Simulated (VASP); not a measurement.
A run of VASP 6.6.1 is set up as follows.

Contents of INCAR:

```
SYSTEM = Li
ALGO = Fast
EDIFF = 1E-7
ENCUT = 520
GGA = PS
ISIF = 2
ISMEAR = -1
IVDW = 12
LASPH = .TRUE.
LCHARG = .FALSE.
LREAL = .FALSE.
LWAVE = .FALSE.
NBANDS = 8
NELM = 100
PREC = Accurate
SIGMA = 0.05
```

Contents of KPOINTS:

```
k-points
0
G
  11 11 11
  0 0 0
```

The input POSCAR:

```
Li
1.0
   -1.7777401479      1.7777401479      1.7777401479
    1.7777401479     -1.7777401479      1.7777401479
    1.7777401479      1.7777401479     -1.7777401479
Li
1
Direct
    0.0000000000      0.0000000000      0.0000000000
```

Potentials or basis: VASP PAW PBE potentials, release 64 (Li_sv).

Launch:

```sh
$ cat potpaw_PBE.64/Li_sv/POTCAR > POTCAR
$ mpirun -np 1 vasp_std > vasp.out
```

(1) Estimate the dispersion energy per atom.

## Answers

(1) -0.134 eV.
